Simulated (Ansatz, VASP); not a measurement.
Two plane-wave programs on Li

The input INCAR:

```
  PREC = Accurate
  ENCUT = 520
  EDIFF = 1E-6
  ISMEAR = -1
  SIGMA = 0.1
  LREAL = False
  LASPH = True
  NELM = 80
  ALGO = Normal
  ISIF = 2
  LWAVE = False
  LCHARG = False
  GGA = CA
  NBANDS = 12
```

KPOINTS

```
Automatic mesh
0
Gamma
  5 5 7
```

File POSCAR:

```
Li
1.0
    4.9488700000      0.0000000000      0.0000000000
   -2.4744300000      4.2858400000      0.0000000000
    0.0000000000      0.0000000000      2.8888400000
Li
3
Direct
    0.0343400000      0.0302900000      0.9506100000
    0.6524066520      0.2971133060      0.5131800000
    0.3400500000      0.6653300000      0.5448200000
```

Input for Ansatz:

```yaml
crystal:
  lattice:
    - [4.94887, 0.0, 0.0]
    - [-2.47443, 4.28584, 0.0]
    - [0.0, 0.0, 2.88884]
  atoms:
    - { symbol: Li, position: [0.03434, 0.03029, 0.95061] }
    - { symbol: Li, position: [0.6524066520352307, 0.2971133059563586, 0.51318] }
    - { symbol: Li, position: [0.34005, 0.66533, 0.54482] }
basis:
  ecutwfc: 540.0
  xc_grid: 2
kpoints:
  mp_grid:
    grid: [5, 5, 7]
hamiltonian:
  xc: lda
scf:
  convergence:
    dr2_threshold: 1.0e-09
  occupations:
    method: fermi_dirac
    width: 0.1
output:
  forces: true
  stress: true
```

Alike in both runs: task single point; functional LDA; k mesh 5 × 5 × 7; occupations fermi-dirac, width 0.1 eV; no spin polarisation.

|  | VASP | Ansatz |
| --- | --- | --- |
| version | VASP 6.6.1 | Ansatz 0.2.0 |
| potentials or method | VASP PAW LDA potentials, release 64 (Li_sv), cutoff 520 eV | plane waves, PAW |
| valence electrons in the cell | 9 | 9 |

Ansatz gave:

| Item | Value |
| --- | --- |
| rms of the force components (eV/Å) | 0.135 |

**Question.** Which values does VASP return?

**Answer.** rms of the force components (eV/Å): 0.136.

LDA's correlation is that of Perdew and Zunger in VASP and of Perdew and Wang (1992) in Ansatz. Atom by atom the forces differ by 0.001 eV/Å (rms over components). Ansatz's warnings: stress scf threshold loose.

Noted on VASP's run: the cutoff is short for stress, so the pressure is rough.
